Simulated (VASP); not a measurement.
# BP (F-43m) in VASP: vibrations by perturbation theory with PBEsol

Aim: the vibrations by perturbation theory of BP with PBEsol.

All numbers are computed with VASP 6.6.1; they aren't measurements. Logs are shortened: lines on timing, memory, paths and dates and some standing lists are left out, and cuts for length are marked.

## Step 1: The cell of the first run

The structure is cubic, space group F-43m (No. 216). Conventional cell: a = 4.535 Å, b = 4.535 Å, c = 4.535 Å, α = 90.00°, β = 90.00°, γ = 90.00°. B (site symmetry -43m) has 4 P at 1.96 Å within 2.6 Å. P (site symmetry -43m) has 4 B at 1.96 Å within 2.6 Å.

## Step 2: Vibrations by perturbation theory, PBEsol

INCAR

```
ALGO = Normal
EDIFF = 1E-8
ENCUT = 500
GGA = PS
GGA_COMPAT = F
IBRION = 8
ISIF = 2
ISMEAR = 0
LASPH = T
LCHARG = F
LEPSILON = T
LREAL = F
LWAVE = F
NELM = 120
NSW = 1
PREC = Accurate
SIGMA = 0.01
```

KPOINTS

```
k-points
0
Gamma
  8 8 8
```

POSCAR

```
BP
1.0
    0.0000000000      2.2675000000      2.2675000000
    2.2675000000      0.0000000000      2.2675000000
    2.2675000000      2.2675000000      0.0000000000
B P
1 1
Direct
    0.0000000000      0.0000000000      0.0000000000
    0.2500000000      0.2500000000      0.2500000000
```

Potentials or basis: VASP PAW PBE potentials, release 64 (B, P).

Run with:

```bash
$ cat potpaw_PBE.64/B/POTCAR potpaw_PBE.64/P/POTCAR > POTCAR
$ mpirun -np 1 vasp_std > vasp.out
```

OUTCAR:

```text
EDIFF = 1E-8
   ENCUT = 500
   GGA = PS
   IBRION = 8
   ISIF = 2
   ISMEAR = 0
   LASPH = T
   LEPSILON = T
   LREAL = F
   NELM = 120
   NSW = 1
   PREC = Accurate

 ion  position               nearest neighbor table
   1  0.000  0.000  0.000-   2 1.96   2 1.96   2 1.96   2 1.96
   2  0.250  0.250  0.250-   1 1.96   1 1.96   1 1.96   1 1.96

  LATTYP: Found a face centered cubic cell.
 ALAT       =     4.5350000000

  Lattice vectors:

 A1 = (   0.0000000000,   2.2675000000,   2.2675000000)
 A2 = (   2.2675000000,   0.0000000000,   2.2675000000)
 A3 = (   2.2675000000,   2.2675000000,   0.0000000000)

Analysis of symmetry for initial positions (statically):
=====================================================================
 Subroutine PRICEL returns:
 Original cell was already a primitive cell.

 Routine SETGRP: Setting up the symmetry group for a
 face centered cubic supercell.

 Subroutine GETGRP returns: Found 24 space group operations
 (whereof 24 operations were pure point group operations)
 out of a pool of 48 trial point group operations.

The static configuration has the point symmetry T_d .

Analysis of symmetry for dynamics (positions and initial velocities):
=====================================================================
 Subroutine PRICEL returns:
 Original cell was already a primitive cell.

 Routine SETGRP: Setting up the symmetry group for a
 face centered cubic supercell.

 Subroutine GETGRP returns: Found 24 space group operations
 (whereof 24 operations were pure point group operations)
 out of a pool of 48 trial point group operations.

The dynamic configuration has the point symmetry T_d .

 Subroutine INISYM returns: Found 24 space group operations
 (whereof 24 operations are pure point group operations),
 and found     1 'primitive' translations

----------------------------------------------------------------------------------------

                                     Primitive cell

  volume of cell :      23.3170

  direct lattice vectors                    reciprocal lattice vectors
     0.000000000  2.267500000  2.267500000    -0.220507166  0.220507166  0.220507166
     2.267500000  0.000000000  2.267500000     0.220507166 -0.220507166  0.220507166
     2.267500000  2.267500000  0.000000000     0.220507166  0.220507166 -0.220507166

  length of vectors
     3.206729253  3.206729253  3.206729253     0.381929616  0.381929616  0.381929616

  position of ions in fractional coordinates (direct lattice)
     0.000000000  0.000000000  0.000000000
     0.250000000  0.250000000  0.250000000

  ion indices of the primitive-cell ions
   primitive index   ion index
                 1           1
                 2           2

----------------------------------------------------------------------------------------

 KPOINTS: k-points

Automatic generation of k-mesh.
 Grid dimensions read from file:
 generate k-points for:    8    8    8

 Generating k-lattice:

  Cartesian coordinates                     Fractional coordinates (reciprocal lattice)
    -0.027563396  0.027563396  0.027563396     0.125000000  0.000000000  0.000000000
     0.027563396 -0.027563396  0.027563396     0.000000000  0.125000000  0.000000000
     0.027563396  0.027563396 -0.027563396     0.000000000  0.000000000  0.125000000

  Length of vectors
     0.047741202  0.047741202  0.047741202

  Shift w.r.t. Gamma in fractional coordinates (k-lattice)
     0.000000000  0.000000000  0.000000000

 Subroutine IBZKPT returns following result:
 ===========================================

 Found     29 irreducible k-points:

 Following reciprocal coordinates:
[... 368 lines left out ...]
 -----------------------------------------------------------------------------
  energy-cutoff  :      500.00
  volume of cell :       23.32
      direct lattice vectors                 reciprocal lattice vectors
     0.000000000  2.267500000  2.267500000    -0.220507166  0.220507166  0.220507166
     2.267500000  0.000000000  2.267500000     0.220507166 -0.220507166  0.220507166
     2.267500000  2.267500000  0.000000000     0.220507166  0.220507166 -0.220507166

 POSITION                                       TOTAL-FORCE (eV/Angst)
 -----------------------------------------------------------------------------------
      0.00000      0.00000      0.00000         0.000000      0.000000      0.000000
      1.13375      1.13375      1.13375        -0.000000     -0.000000     -0.000000
 -----------------------------------------------------------------------------------
    total drift:                                0.000000      0.000000      0.000000

  FREE ENERGIE OF THE ION-ELECTRON SYSTEM (eV)
  ---------------------------------------------------
  free  energy   TOTEN  =       -13.6703458047 eV

  energy  without entropy=      -13.6703458047  energy(sigma->0) =      -13.67034580

 HEAD OF MICROSCOPIC STATIC DIELECTRIC TENSOR (INDEPENDENT PARTICLE, excluding Hartree and local field effects)
 ------------------------------------------------------
          10.100159     0.000000    -0.000000
           0.000000    10.100159     0.000000
           0.000000     0.000000    10.100159
 ------------------------------------------------------

 Free energy of the ion-electron system (eV)
  ---------------------------------------------------
  ---------------------------------------------------
  free energy    TOTEN  =        -0.59453345 eV

  energy without entropy =       -0.59453345

------------------------ aborting loop because EDIFF is reached ----------------------------------------

--------------------------------------- Ionic step        2  -------------------------------------------

------------------------ aborting loop because EDIFF is reached ----------------------------------------

--------------------------------------- Ionic step        3  -------------------------------------------

------------------------ aborting loop because EDIFF is reached ----------------------------------------

 PIEZOELECTRIC TENSOR FIELD DIRECTION 3  (e Angst)
 -----------------------------------------------------------------------------
    -0.00031  0.17548  0.00000           ( -0.00000  0.07780  0.00000)
     0.17548 -0.00031  0.00000           (  0.07780 -0.00000  0.00000)
     0.00000  0.00000 -0.00029           (  0.00000  0.00000 -0.00000)

 PIEZOELECTRIC TENSOR FIELD DIRECTION 3  (C/m^2)
 -----------------------------------------------------------------------------
    -0.00021  0.12058  0.00000
     0.12058 -0.00021  0.00000
     0.00000  0.00000 -0.00020

--------------------------------------- Ionic step        4  -------------------------------------------

------------------------ aborting loop because EDIFF is reached ----------------------------------------

[... ionic steps 5 to 6 ...]

--------------------------------------- Ionic step        7  -------------------------------------------

 Free energy of the ion-electron system (eV)
  ---------------------------------------------------
  ---------------------------------------------------
  free energy    TOTEN  =        -0.04073906 eV

  energy without entropy =       -0.04073906

------------------------ aborting loop because EDIFF is reached ----------------------------------------

 INTERNAL STRAIN TENSOR  FOR ION    2  DIRECTION 1   (eV/Angst):
 -----------------------------------------------------------------------------
     0.00634  0.00000  0.00000
     0.00000  0.00010 -7.02885
     0.00000 -7.02885  0.00010

 MACROSCOPIC STATIC DIELECTRIC TENSOR (including local field effects in DFT)
 ------------------------------------------------------
           9.685196     0.000000    -0.000000
           0.000000     9.685196    -0.000000
           0.000000    -0.000000     9.685196
 ------------------------------------------------------

 PIEZOELECTRIC TENSOR (including local field effects)  for field in x, y, z        (e  Angst)
          XX          YY          ZZ          XY          YZ          ZX
  --------------------------------------------------------------------------------
  x     0.00000    -0.00000     0.00000     0.00000     0.16958     0.00000
  y     0.00000    -0.00000    -0.00000     0.00000     0.00000     0.16958
  z     0.00000     0.00000     0.00000     0.16958     0.00000     0.00000

 PIEZOELECTRIC TENSOR (including local field effects)  for field in x, y, z        (C/m^2)
          XX          YY          ZZ          XY          YZ          ZX
  --------------------------------------------------------------------------------
  x     0.00000    -0.00000     0.00000     0.00000     0.11652     0.00000
  y     0.00000    -0.00000    -0.00000     0.00000     0.00000     0.11652
  z     0.00000     0.00000     0.00000     0.11652     0.00000     0.00000

 BORN EFFECTIVE CHARGES (including local field effects) (in |e|, cummulative output)
 ---------------------------------------------------------------------------------
 ion    1
    1    -0.50654    -0.00000    -0.00000
    2    -0.00000    -0.50654    -0.00000
    3     0.00000     0.00000    -0.50654
 ion    2
    1     0.50654     0.00000     0.00000
    2     0.00000     0.50654     0.00000
    3     0.00000    -0.00000     0.50654

 INTERNAL STRAIN TENSOR FOR ION    2 for displacements in x,y,z  (eV/Angst):
          X           Y           Z          XY          YZ          ZX
  --------------------------------------------------------------------------------
  x     0.00000     0.00000     0.00000     0.00000    -7.02885     0.00000
  y     0.00000     0.00000     0.00000     0.00000     0.00000    -7.02885
  z     0.00000     0.00000     0.00000    -7.02885     0.00000     0.00000

 SECOND DERIVATIVES (NOT SYMMETRIZED)
 ------------------------------------
               1X          1Y          1Z          2X          2Y          2Z
  1X   -19.010302    0.000000    0.000000   19.010302    0.000000    0.000000
  1Y     0.000000  -19.010302    0.000000    0.000000   19.010302    0.000000
  1Z     0.000000    0.000000  -19.010302    0.000000    0.000000   19.010302
  2X    19.017056    0.000000    0.000000  -19.017056    0.000000    0.000000
  2Y     0.000000   19.017056    0.000000    0.000000  -19.017056    0.000000
  2Z     0.000000    0.000000   19.017056    0.000000    0.000000  -19.017056

 Eigenvectors and eigenvalues of the dynamical matrix
 ----------------------------------------------------

   1 f  =   24.079298 THz   151.294691 2PiTHz  803.198922 cm-1    99.583930 meV
             X         Y         Z           dx          dy          dz
      0.000000  0.000000  0.000000    -0.860931    0.000000    0.000000
      1.133750  1.133750  1.133750     0.508721    0.000000    0.000000
[... 21 lines left out ...]
   6 f/i=    0.001873 THz     0.011768 2PiTHz    0.062476 cm-1     0.007746 meV
             X         Y         Z           dx          dy          dz
      0.000000  0.000000  0.000000     0.000000   -0.508721    0.000000
      1.133750  1.133750  1.133750     0.000000   -0.860931    0.000000

--------------------------------------------------------------------------------------------------------

 MACROSCOPIC STATIC DIELECTRIC TENSOR IONIC CONTRIBUTION
 ------------------------------------------------------
           0.104726    -0.000000     0.000000
          -0.000000     0.104726     0.000000
           0.000000     0.000000     0.104726
 ------------------------------------------------------

 ELASTIC MODULI CONTR FROM IONIC RELAXATION (kBar)
 Direction    XX          YY          ZZ          XY          YZ          ZX
 --------------------------------------------------------------------------------
 XX          -0.0000     -0.0000     -0.0000      0.0000      0.0000     -0.0000
 YY          -0.0000     -0.0000      0.0000     -0.0000      0.0000      0.0000
 ZZ          -0.0000      0.0000     -0.0000      0.0000      0.0000      0.0000
 XY           0.0000     -0.0000      0.0000   -189.4246     -0.0000     -0.0000
 YZ           0.0000      0.0000      0.0000     -0.0000   -189.4246      0.0000
 ZX          -0.0000      0.0000      0.0000     -0.0000      0.0000   -189.4246
 --------------------------------------------------------------------------------

 PIEZOELECTRIC TENSOR IONIC CONTR  for field in x, y, z        (C/m^2)
          XX          YY          ZZ          XY          YZ          ZX
  --------------------------------------------------------------------------------
  x     0.00000     0.00000     0.00000    -0.00000    -0.13253     0.00000
  y    -0.00000     0.00000     0.00000    -0.00000     0.00000    -0.13253
  z     0.00000    -0.00000     0.00000    -0.13253    -0.00000    -0.00000
```

Wall time 2.9 min (1 thread of Intel Xeon 8259CL, shared host); peak memory 0.18 GiB.

What came out:

```yaml
Electronic_dielectric_tensor_diagonal: 9.69
Born_charges_mean_of_the_diagonal: B -0.51; P +0.51 e
Highest_phonon_frequency_at_Γ_LO-TO_splitting_left_out: 803 cm⁻¹
```

Phonon frequencies in cm⁻¹ (negative: imaginary):
```tsv
q point	frequencies
(0.000, 0.000, 0.000)	0 0 0 803 803 803
```

Electronic dielectric tensor:
```
9.69 0.00 0.00
0.00 9.69 0.00
0.00 0.00 9.69
```

Born effective charge tensors (e):
atom 1, B
```
-0.51  0.00  0.00
 0.00 -0.51  0.00
 0.00  0.00 -0.51
```
atom 2, P
```
0.51 0.00 0.00
0.00 0.51 0.00
0.00 0.00 0.51
```

Caveat: the cell stands under pressure or tension, which shifts response properties.
